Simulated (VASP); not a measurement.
RbBr:

```xyz
2
Lattice="4.1261 0.0000 0.0000 0.0000 4.1261 0.0000 0.0000 0.0000 4.1261" Properties=species:S:1:pos:R:3 pbc="T T T"
Rb    0.0000    0.0000    0.0000
Br    2.0630    2.0630    2.0630
```

* Program: VASP 6.6.1
* Task: relaxation of cell and atoms
* Functional: PBEsol
* Potentials or basis: VASP PAW PBE potentials, release 64 (Rb_sv, Br)
* Cutoff: 600 eV
* k mesh: 7 × 7 × 7
* Occupations: fermi-dirac, width 0.05 eV
* Spin: no spin polarisation

At the start: pressure -0.6 GPa; volume 35.12 Å³/atom.

Task: Where does the relaxation end?

Result: Over 3 steps the energy falls by 2.2 meV/atom and the volume is 33.82 Å³/atom (-3.7 %); space group Pm-3m (No. 221, to 0.05 Å).

Step by step:
```csv
step,energy change (eV),largest force (eV/Å),pressure (GPa),volume (Å³)
1,0.0000,0.0000,-0.56,70.24
2,-0.0033,0.0000,-0.30,69.01
3,-0.0045,0.0000,0.03,67.64
```

Final structure:
```yaml
crystal:
  lattice:
    - [4.07436, 0.00000, 0.00000]
    - [0.00000, 4.07436, 0.00000]
    - [0.00000, 0.00000, 4.07436]
  atoms:
    - { symbol: Rb, position: [0.00000, 0.00000, 0.00000] }
    - { symbol: Br, position: [0.50000, 0.50000, 0.50000] }
```

Caveat: the PAW data sets were made with another functional, which shifts forces and pressure a little.
